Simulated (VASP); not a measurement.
# Re (Fm-3m) in VASP: further runs

The runs below take Re through single point, with PBE.

All numbers are computed with VASP 6.6.1; they aren't measurements. Logs are shortened: lines on timing, memory, paths and dates and some standing lists are left out, and cuts for length are marked.

## Step 1: The cell of the first run

It takes space group Fm-3m (No. 225, cubic). The conventional cell has a = 3.916 Å, b = 3.916 Å, c = 3.916 Å, α = 90.00°, β = 90.00°, γ = 90.00°. Within 3.6 Å of Re (site symmetry m-3m) lie 12 Re at 2.77 Å.

This isn't the form of Re at room conditions, which is hcp.

## Step 2: Single point, PBE

The input, INCAR:

```
SYSTEM = Re
  ALGO = Normal
  EDIFF = 1E-7
  ENCUT = 520
  GGA = PE
  ISIF = 2
  ISMEAR = -1
  LASPH = .True.
  LCHARG = .False.
  LREAL = .False.
  LWAVE = .False.
  NBANDS = 10
  NELM = 100
  PREC = Accurate
  SIGMA = 0.05
```

The input, KPOINTS:

```
k-points
0
Gamma
  18 18 18
  0 0 0
```

The input, POSCAR:

```
Re
1.0
    0.0000000000      1.9577761423      1.9577761423
    1.9577761423      0.0000000000      1.9577761423
    1.9577761423      1.9577761423      0.0000000000
Re
1
Direct
    0.0000000000      0.0000000000      0.0000000000
```

Potentials or basis: VASP PAW PBE potentials, release 64 (Re).

The run is started by

```bash
> cat potpaw_PBE.64/Re/POTCAR > POTCAR
> mpirun -np 1 vasp_std > vasp.out
```

OUTCAR:

```text
SYSTEM = Re
   EDIFF = 1E-7
   ENCUT = 520
   GGA = PE
   ISIF = 2
   ISMEAR = -1
   LASPH = .True.
   LREAL = .False.
   NELM = 100
   PREC = Accurate

 ion  position               nearest neighbor table
   1  0.000  0.000  0.000-

  LATTYP: Found a face centered cubic cell.
 ALAT       =     3.9155522846

  Lattice vectors:

 A1 = (   0.0000000000,   1.9577761423,   1.9577761423)
 A2 = (   1.9577761423,   0.0000000000,   1.9577761423)
 A3 = (   1.9577761423,   1.9577761423,   0.0000000000)

Analysis of symmetry for initial positions (statically):
=====================================================================
 Subroutine PRICEL returns:
 Original cell was already a primitive cell.

 Routine SETGRP: Setting up the symmetry group for a
 face centered cubic supercell.

 Subroutine GETGRP returns: Found 48 space group operations
 (whereof 48 operations were pure point group operations)
 out of a pool of 48 trial point group operations.

The static configuration has the point symmetry O_h .

Analysis of symmetry for dynamics (positions and initial velocities):
=====================================================================
 Subroutine PRICEL returns:
 Original cell was already a primitive cell.

 Routine SETGRP: Setting up the symmetry group for a
 face centered cubic supercell.

 Subroutine GETGRP returns: Found 48 space group operations
 (whereof 48 operations were pure point group operations)
 out of a pool of 48 trial point group operations.

The dynamic configuration has the point symmetry O_h .

 Subroutine INISYM returns: Found 48 space group operations
 (whereof 48 operations are pure point group operations),
 and found     1 'primitive' translations

----------------------------------------------------------------------------------------

                                     Primitive cell

  volume of cell :      15.0079

  direct lattice vectors                    reciprocal lattice vectors
     0.000000000  1.957776142  1.957776142    -0.255391814  0.255391814  0.255391814
     1.957776142  0.000000000  1.957776142     0.255391814 -0.255391814  0.255391814
     1.957776142  1.957776142  0.000000000     0.255391814  0.255391814 -0.255391814

  length of vectors
     2.768713573  2.768713573  2.768713573     0.442351597  0.442351597  0.442351597

  position of ions in fractional coordinates (direct lattice)
     0.000000000  0.000000000  0.000000000

  ion indices of the primitive-cell ions
   primitive index   ion index
                 1           1

----------------------------------------------------------------------------------------

 KPOINTS: k-points

Automatic generation of k-mesh.
 Grid dimensions read from file:
 generate k-points for:   18   18   18

 Generating k-lattice:

  Cartesian coordinates                     Fractional coordinates (reciprocal lattice)
    -0.014188434  0.014188434  0.014188434     0.055555556  0.000000000  0.000000000
     0.014188434 -0.014188434  0.014188434     0.000000000  0.055555556  0.000000000
     0.014188434  0.014188434 -0.014188434     0.000000000  0.000000000  0.055555556

  Length of vectors
     0.024575089  0.024575089  0.024575089

  Shift w.r.t. Gamma in fractional coordinates (k-lattice)
     0.000000000  0.000000000  0.000000000

 Subroutine IBZKPT returns following result:
 ===========================================

 Found    195 irreducible k-points:

 Following reciprocal coordinates:
            Coordinates               Weight
  0.000000  0.000000  0.000000      1.000000
  0.055556  0.000000  0.000000      8.000000
  0.111111  0.000000  0.000000      8.000000
  0.166667  0.000000  0.000000      8.000000
  0.222222  0.000000  0.000000      8.000000
  0.277778  0.000000  0.000000      8.000000
[... 16 lines left out ...]
 -0.277778  0.055556  0.000000     24.000000
 -0.222222  0.055556  0.000000     24.000000
 [... further k-points ...]
   k-points           NKPTS =    195   k-points in BZ     NKDIM =    195   number of bands    NBANDS=     10
   number of dos      NEDOS =    301   number of ions     NIONS =      1
   total plane-waves  NPLWV =  13824
   dimension x,y,z NGX =    24 NGY =   24 NGZ =   24
   dimension x,y,z NGXF=    48 NGYF=   48 NGZF=   48
   ions per type =               1
   NGX,Y,Z   is equivalent  to a cutoff of  14.41, 14.41, 14.41 a.u.
   NGXF,Y,Z  is equivalent  to a cutoff of  28.82, 28.82, 28.82 a.u.
 SYSTEM =  Re
   PREC   = accura    normal or accurate (medium, high low for compatibility)
   ISTART =      0    job   : 0-new  1-cont  2-samecut
   ICHARG =      2    charge: 1-file 2-atom 10-const
   ISPIN  =      1    spin polarized calculation?
   LNONCOLLINEAR =      F non collinear calculations
   LSORBIT =      F    spin-orbit coupling
   LASPH  =      T    aspherical Exc in radial PAW
   ENCUT  =  520.0 eV  38.22 Ry    6.18 a.u.   5.15  5.15  5.15*2*pi/ulx,y,z
   NELM   =    100;   NELMIN=  2; NELMDL= -5     # of ELM steps
   EDIFF  = 0.1E-06   stopping-criterion for ELM
   LREAL  =      F    real-space projection
   EDIFFG = 0.1E-05   stopping-criterion for IOM
   NSW    =      0    number of steps for IOM
   IBRION =     -1    ionic relax: 0-MD 1-quasi-New 2-CG
   NFREE  =      0    steps in history (QN), initial steepest desc. (CG)
   ISIF   =      2    stress and relaxation
   ISYM   =      2    0-nonsym 1-usesym 2-fastsym
   POTIM  = 0.5000    time-step for ionic-motion
   TEBEG  =    0.0;   TEEND  =   0.0 temperature during run
   PSTRESS=    0.0 pullay stress
   NELECT =       7.0000    total number of electrons
   NUPDOWN=      -1.0000    fix difference up-down
   EMIN   =  10.00;   EMAX   =-10.00  energy-range for DOS
   EFERMI =   0.00;   METHOD = LEGACY
   ISMEAR =    -1;   SIGMA  =   0.05  broadening in eV -4-tet -1-fermi 0-gaus
   EFERMI_NEDOS =   21; number of points for ismear=-14 and -15
   IALGO  =     38    algorithm
   IMIX   =      4    mixing-type and parameters
     AMIX     =   0.40;   BMIX     =  1.00
     AMIX_MAG =   1.60;   BMIX_MAG =  1.00
  volume/ion in A,a.u.               =      15.01       101.28
  Fermi-wavevector in a.u.,A,eV,Ry     =   1.269603  2.399201 21.931106  1.611891
  Thomas-Fermi vector in A             =   2.402635
   LORBIT       =      0    0 simple, 1 ext, 2 COOP (PROOUT), +10 PAW based schemes
   GGA     = PE    functional components
   LHFCALC =     F    Hartree Fock is set to
   AEXX    =    0.0000 exact exchange contribution
   IVDW    =     0    specifies the selected vdW correction
   LEPSILON=     F    determine dielectric tensor
   LRPA    =     F    only Hartree local field effects (RPA)
 non-spin polarized calculation
  energy-cutoff  :      520.00
  volume of cell :       15.01
 maximum number of plane-waves:       419
 NGX is ok and might be reduce to    24
   NGX = 11   NGY = 11   NGZ = 11

 number of electron       7.0000001 magnetization

 Free energy of the ion-electron system (eV)
  ---------------------------------------------------
  ext. energy  EPLUGINS =         0.00000000
  ---------------------------------------------------
  free energy    TOTEN  =       -12.36471869 eV

  energy without entropy =      -12.35723475  energy(sigma->0) =      -12.36097672

 E-fermi :   7.8996     XC(G=0): -13.6232

 val. band max:        7.8762041297   @ k =   0.4444   0.2222   0.0000
 cond. band min:       7.9175185803   @ k =   0.4444   0.3889   0.0556
 fundamental gap:      0.0413144506
 Fermi energy:         7.8996246350

 k-point     1 :       0.0000    0.0000    0.0000
  band No.  band energies     occupation
      1      -2.0841      2.00000
      2       6.0434      2.00000
      3       6.0434      2.00000
      4       6.0434      2.00000
      5       9.1367      0.00000
      6       9.1367      0.00000
      7      21.8036      0.00000
      8      27.3499      0.00000
      9      27.3499      0.00000
     10      27.3499      0.00000

 k-point     2 :       0.0556    0.0000    0.0000
  band No.  band energies     occupation
      1      -1.9433      2.00000
      2       5.9470      2.00000
      3       6.1097      2.00000
      4       6.1097      2.00000
      5       9.0833      0.00000
      6       9.0833      0.00000
      7      22.0779      0.00000
      8      26.6030      0.00000
      9      27.6061      0.00000
     10      27.6061      0.00000

 k-point     3 :       0.1111    0.0000    0.0000
  band No.  band energies     occupation
      1      -1.5358      2.00000
      2       5.6987      2.00000
      3       6.2828      2.00000
      4       6.2828      2.00000
      5       8.9641      0.00000
      6       8.9641      0.00000
      7      22.8223      0.00000
      8      25.2477      0.00000
      9      28.3506      0.00000
     10      28.3506      0.00000

 k-point     4 :       0.1667    0.0000    0.0000
  band No.  band energies     occupation
      1      -0.9118      2.00000
      2       5.4053      2.00000
      3       6.4733      2.00000
      4       6.4733      2.00000
      5       8.9046      0.00000
      6       8.9046      0.00000
      7      23.3564      0.00000
      8      24.4210      0.00000
      9      29.5183      0.00000
     10      29.5183      0.00000
[... 222 lines left out ...]
 k-point    22 :      -0.3333    0.0556    0.0000
  band No.  band energies     occupation
      1       1.1613      2.00000
      2       5.9913      2.00000
      3       6.0665      2.00000
      4       6.2319      2.00000
      5      10.0362      0.00000
      6      11.0569      0.00000
      7      19.8773      0.00000
      8      23.4831      0.00000
      9      29.1773      0.00000
     10      31.1790      0.00000

 k-point    23 :      -0.2778    0.0556    0.0000
  band No.  band energies     occupation
      1       0.8118      2.00000
      2       5.3258      2.00000
      3       6.3002      2.00000
      4       6.4522      2.00000
      5       9.2925      0.00000
      6      10.3601      0.00000
      7      21.0123      0.00000
      8      24.9191      0.00000
      9      30.3307      0.00000
     10      31.4830      0.00000

 k-point    24 :      -0.2222    0.0556    0.0000
  band No.  band energies     occupation
      1       0.1888      2.00000
      2       5.0982      2.00000
      3       6.4929      2.00000
      4       6.6248      2.00000
      5       8.7221      0.00000
      6       9.7404      0.00000
      7      22.1357      0.00000
      8      25.4876      0.00000
      9      30.1728      0.00000
     10      31.3954      0.00000

 [... further k-points ...]

------------------------ aborting loop because EDIFF is reached ----------------------------------------

  FORCE on cell =-STRESS in cart. coord.  units (eV):
  Direction    XX          YY          ZZ          XY          YZ          ZX
  --------------------------------------------------------------------------------------
  -------------------------------------------------------------------------------------
  Total       -0.0566060     -0.0566060     -0.0566060      0.0000000      0.0000000     -0.0000000
  in kB       -6.0430182     -6.0430182     -6.0430182      0.0000000      0.0000000     -0.0000000
  external PRESSURE =      -6.0430182 kB  Pullay stress =       0.0000000 kB

 VOLUME and BASIS-vectors are now :
 -----------------------------------------------------------------------------
  energy-cutoff  :      520.00
  volume of cell :       15.01
      direct lattice vectors                 reciprocal lattice vectors
     0.000000000  1.957776142  1.957776142    -0.255391814  0.255391814  0.255391814
     1.957776142  0.000000000  1.957776142     0.255391814 -0.255391814  0.255391814
     1.957776142  1.957776142  0.000000000     0.255391814  0.255391814 -0.255391814

 POSITION                                       TOTAL-FORCE (eV/Angst)
 -----------------------------------------------------------------------------------
      0.00000      0.00000      0.00000         0.000000     -0.000000      0.000000
 -----------------------------------------------------------------------------------
    total drift:                               -0.000000      0.000000      0.000000

  FREE ENERGIE OF THE ION-ELECTRON SYSTEM (eV)
  ---------------------------------------------------
  free  energy   TOTEN  =       -12.3647186915 eV

  energy  without entropy=      -12.3572347453  energy(sigma->0) =      -12.36097672
```

Wall time 27 s (1 thread of AMD EPYC 9R45 (Zen 5), shared host); peak memory 0.13 GiB.

What came out:

* Free energy: -12.3647 eV
* Pressure: -0.6 GPa
* Band gap on the k mesh: zero (an odd number of electrons rules out a gap without spin polarisation)

Caveat: spin-orbit coupling is left out, which moves the levels of the heavy elements.

## Step 3: Single point, PBE

The input, INCAR:

```
ALGO = Normal
EDIFF = 1E-7
ENCUT = 520
GGA = PE
ISIF = 2
ISMEAR = -1
LASPH = T
LCHARG = F
LREAL = F
LWAVE = F
NBANDS = 10
NELM = 100
PREC = Accurate
SIGMA = 0.05
```

The input, KPOINTS:

```
k-points
0
Gamma
  18 18 18
```

The input, POSCAR:

```
Re
1.0
    0.0000000000      1.9579347291      1.9579347291
    1.9579347291      0.0000000000      1.9579347291
    1.9579347291      1.9579347291      0.0000000000
Re
1
Direct
    0.0000000000      0.0000000000      0.0000000000
```

Potentials or basis: VASP PAW PBE potentials, release 64 (Re).

The run is started by

```bash
> cat potpaw_PBE.64/Re/POTCAR > POTCAR
> mpirun -np 1 vasp_std > vasp.out
```

OUTCAR:

```text
EDIFF = 1E-7
   ENCUT = 520
   GGA = PE
   ISIF = 2
   ISMEAR = -1
   LASPH = T
   LREAL = F
   NELM = 100
   PREC = Accurate

 ion  position               nearest neighbor table
   1  0.000  0.000  0.000-

  LATTYP: Found a face centered cubic cell.
 ALAT       =     3.9158694582

  Lattice vectors:

 A1 = (   0.0000000000,   1.9579347291,   1.9579347291)
 A2 = (   1.9579347291,   0.0000000000,   1.9579347291)
 A3 = (   1.9579347291,   1.9579347291,   0.0000000000)

Analysis of symmetry for initial positions (statically):
=====================================================================
 Subroutine PRICEL returns:
 Original cell was already a primitive cell.

 Routine SETGRP: Setting up the symmetry group for a
 face centered cubic supercell.

 Subroutine GETGRP returns: Found 48 space group operations
 (whereof 48 operations were pure point group operations)
 out of a pool of 48 trial point group operations.

The static configuration has the point symmetry O_h .

Analysis of symmetry for dynamics (positions and initial velocities):
=====================================================================
[... 165 lines left out ...]
      1      -2.0854      2.00000
      2       6.0409      2.00000
      3       6.0409      2.00000
      4       6.0409      2.00000
      5       9.1331      0.00000
      6       9.1331      0.00000
      7      21.8004      0.00000
      8      27.3453      0.00000
      9      27.3453      0.00000
     10      31.7443      0.00000
[... 287 lines left out ...]
 k-point    24 :      -0.2222    0.0556    0.0000
  band No.  band energies     occupation
      1       0.1870      2.00000
      2       5.0960      2.00000
      3       6.4904      2.00000
      4       6.6222      2.00000
      5       8.7188      0.00000
      6       9.7366      0.00000
      7      22.1316      0.00000
      8      25.4820      0.00000
      9      30.1666      0.00000
     10      31.3881      0.00000

 [... further k-points ...]

------------------------ aborting loop because EDIFF is reached ----------------------------------------

  FORCE on cell =-STRESS in cart. coord.  units (eV):
  Direction    XX          YY          ZZ          XY          YZ          ZX
  --------------------------------------------------------------------------------------
  -------------------------------------------------------------------------------------
  Total       -0.0634858     -0.0634858     -0.0634858     -0.0000000      0.0000000     -0.0000000
  in kB       -6.7758356     -6.7758356     -6.7758356     -0.0000000      0.0000000     -0.0000000
  external PRESSURE =      -6.7758356 kB  Pullay stress =       0.0000000 kB

 VOLUME and BASIS-vectors are now :
 -----------------------------------------------------------------------------
  energy-cutoff  :      520.00
  volume of cell :       15.01
      direct lattice vectors                 reciprocal lattice vectors
     0.000000000  1.957934729  1.957934729    -0.255371128  0.255371128  0.255371128
     1.957934729  0.000000000  1.957934729     0.255371128 -0.255371128  0.255371128
     1.957934729  1.957934729  0.000000000     0.255371128  0.255371128 -0.255371128

 POSITION                                       TOTAL-FORCE (eV/Angst)
 -----------------------------------------------------------------------------------
      0.00000      0.00000      0.00000         0.000000     -0.000000      0.000000
 -----------------------------------------------------------------------------------
    total drift:                               -0.000000     -0.000000     -0.000000

  FREE ENERGIE OF THE ION-ELECTRON SYSTEM (eV)
  ---------------------------------------------------
  free  energy   TOTEN  =       -12.3647033244 eV

  energy  without entropy=      -12.3572172244  energy(sigma->0) =      -12.36096027
```

OSZICAR:

```text
N       E                     dE             d eps       ncg     rms          rms(c)
DAV:   1     0.534096259699E+01    0.53410E+01   -0.34049E+03  6124   0.773E+02
DAV:   2    -0.127182880881E+02   -0.18059E+02   -0.16559E+02  6082   0.163E+02
DAV:   3    -0.130790968009E+02   -0.36081E+00   -0.35356E+00  6406   0.406E+01
DAV:   4    -0.130807364095E+02   -0.16396E-02   -0.16379E-02  6376   0.119E+00
DAV:   5    -0.130807382043E+02   -0.17948E-05   -0.17926E-05  5756   0.251E-02    0.290E+01
DAV:   6    -0.125559468501E+02    0.52479E+00   -0.43406E-01  6182   0.177E+01    0.117E+01
DAV:   7    -0.123713918515E+02    0.18455E+00   -0.33829E-01  6192   0.149E+01    0.878E-01
DAV:   8    -0.123651003118E+02    0.62915E-02   -0.34502E-03  5914   0.530E-01    0.166E-01
DAV:   9    -0.123646937225E+02    0.40659E-03   -0.36986E-04  6016   0.200E-01    0.202E-02
DAV:  10    -0.123647035397E+02   -0.98173E-05   -0.14220E-05  5410   0.251E-02    0.325E-03
DAV:  11    -0.123970465342E+02   -0.32343E-01   -0.31707E-01  4612   0.973E-03    0.220E-03
DAV:  12    -0.123647034859E+02    0.32343E-01   -0.44805E-01  5468   0.483E-02    0.779E-03
DAV:  13    -0.123647032855E+02    0.20036E-06   -0.53400E-08  2434   0.524E-03    0.193E-03
DAV:  14    -0.123647033244E+02   -0.38940E-07   -0.25845E-08  2438   0.184E-03
   1 F= -.12364703E+02 E0= -.12360960E+02  d E =-.748610E-02
```

Wall time 30 s (1 thread of AMD EPYC 9R45 (Zen 5), shared host); peak memory 0.13 GiB.

Results:

```yaml
Free_energy: -12.3647 eV
Pressure: -0.7 GPa
Band_gap_on_the_k_mesh: zero (an odd number of electrons rules out a gap without spin polarisation)
```

Levels at points of the mesh, in eV from the Fermi level:
```
           k point  band 2  band 3  band 4  band 5  band 6  band 7
(0.00, 0.00, 0.00)   -1.86   -1.86   -1.86    1.24    1.24   13.90
(0.50, 0.00, 0.00)   -2.06   -2.06    0.20    3.71    3.71    9.69
(0.50, 0.50, 0.00)   -5.79    2.73    3.66    4.43    4.43   12.13
```

Caveat: spin-orbit coupling is left out, which moves the levels of the heavy elements.

The gap in the log of VASP goes by the Fermi energy; the results here count the filled bands.